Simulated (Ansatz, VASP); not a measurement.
**One calculation of KI, two programs**

```xyz
2
Lattice="0.0000 3.6155 3.6155 3.6155 0.0000 3.6155 3.6155 3.6155 0.0000" Properties=species:S:1:pos:R:3 pbc="T T T"
K     0.0000    0.0000    0.0000
I     3.6155    3.6155    3.6155
```

Alike in both runs: task single point; functional r2SCAN; k mesh 6 × 6 × 6; occupations gaussian, width 0.02 eV; no spin polarisation.

|  | VASP | Ansatz |
| --- | --- | --- |
| version | VASP 6.6.1 | Ansatz 0.2.0 |
| potentials or method | VASP PAW PBE potentials, release 64 (K_sv, I), cutoff 520 eV | scalar-relativistic, plane waves, PAW |
| valence electrons in the cell | 16 | 26 |

|  | VASP | Ansatz | Ansatz less VASP |
| --- | --- | --- | --- |
| gap on the k mesh at the Fermi level (eV) | 4.44 | 4.44 | +0.003 |
| least direct gap on the mesh (eV) | 4.44 | 4.44 | +0.003 |
| pressure (GPa) | -0.6 | -0.6 | 0.00 |

VASP's potentials were made for PBE, not for r2SCAN. With one functional, cell and mesh, what is left measures potentials, basis and numerics. VASP's potentials hold 16 valence electrons a cell and Ansatz's 26, so a difference there can come from the potentials and not from the codes.

Spin-orbit coupling is off throughout.
